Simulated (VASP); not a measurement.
A run of VASP 6.6.1:

INCAR

```
ALGO = Normal
EDIFF = 1E-6
ENCUT = 500
GGA = PS
GGA_COMPAT = False
ISIF = 2
ISMEAR = 1
LASPH = True
LCHARG = True
LELF = True
LREAL = False
LVHAR = True
LWAVE = False
NBANDS = 20
NELM = 120
PREC = Accurate
SIGMA = 0.15
```

The input KPOINTS:

```
k-points
0
Gamma
  9 9 1
```

The input POSCAR:

```
MoS2
1.0
    3.1841260000      0.0000000000      0.0000000000
   -1.5920630000      2.7575340000      0.0000000000
    0.0000000000      0.0000000000     17.3346000000
Mo S
1 2
Direct
    0.0000000000      0.0000000000      0.0000000000
    0.3333333333      0.6666666667      0.0894930000
    0.3333333333      0.6666666667      0.9105070000
```

Potentials or basis: VASP PAW PBE potentials, release 64 (Mo_sv, S).

Launch:

```sh
$ cat potpaw_PBE.64/Mo_sv/POTCAR potpaw_PBE.64/S/POTCAR > POTCAR
$ mpirun -np 1 vasp_std > vasp.out
```

Hardware: 1 thread of Intel Xeon 8259CL, on a shared host.

Problem. How long does it take, and how much memory?

Solution. It took 93 s on 1 thread of Intel Xeon 8259CL (shared host), peak memory 0.24 GiB. Counts: scf iterations 22, k points 12.
